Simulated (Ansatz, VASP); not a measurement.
# Two plane-wave programs on HgH3

```
Hg H
1.0
     3.72087    0.00000    0.00000
    -1.86044    3.22237    0.00000
     0.00000    0.00000    3.70761
Hg H
1 3
Direct
  0.00000 0.00000 0.00000
  0.33333 0.66667 0.00000
  0.66667 0.33333 0.00000
  0.00000 0.00000 0.50000
```

Alike in both runs: functional PBE; k mesh 6 × 6 × 4; occupations gaussian, width 0.1 eV; no spin polarisation.

Ansatz relaxed the structure, and its values are those at the end. VASP's run is a single point on that final structure, the one shown.

|  | VASP | Ansatz |
| --- | --- | --- |
| version | VASP 6.6.1 | Ansatz 0.2.0 |
| potentials or method | VASP PAW PBE potentials, release 64 (Hg, H), cutoff 520 eV | scalar-relativistic, plane waves, PAW |
| valence electrons in the cell | 15 | 23 |

|  | VASP | Ansatz | Ansatz less VASP |
| --- | --- | --- | --- |
| gap on the k mesh at the Fermi level (eV) | none | none | - |
| pressure (GPa) | 0.1 | -0.1 | -0.17 |

A gap of «none» marks a metal or a gap that the smearing closes. VASP's potentials hold 15 valence electrons a cell and Ansatz's 23, so a difference there can come from the potentials and not from the codes.

The k mesh is coarse, so the values compare programs but aren't converged. Neither program's run includes spin-orbit coupling.
